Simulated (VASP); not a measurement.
Input of a VASP 6.6.1 run:

File INCAR:

```
ALGO = Normal ; EDIFF = 1E-6
ENCUT = 600 ; GGA_COMPAT = False
ISIF = 2 ; ISMEAR = -1
LASPH = True ; LCHARG = False
LREAL = False ; LWAVE = False
NBANDS = 11 ; NELM = 120
PREC = Accurate ; SIGMA = 0.1
```

Contents of KPOINTS:

```
k-points
0
Gamma
  14 14 3
```

Contents of POSCAR:

```
C
1.0
    2.4561700000      0.0000000000      0.0000000000
   -1.2280900000      2.1271100000      0.0000000000
    0.0000000000      0.0000000000      8.5238000000
C
2
Direct
    0.3333333333      0.6666666667      0.0000000000
    0.6666666667      0.3333333333     -0.0029329642
```

Potentials or basis: VASP PAW LDA potentials, release 64 (C).

The run is started by

```bash
$ cat potpaw_LDA.64/C/POTCAR > POTCAR
$ mpirun -np 1 vasp_std > vasp.out
```

Problem. Predict the largest force.

Solution. 0.444 eV/Å.

Forces on the atoms (eV/Å):
```
C    0.000  0.000 -0.444
C    0.000  0.000  0.444
```
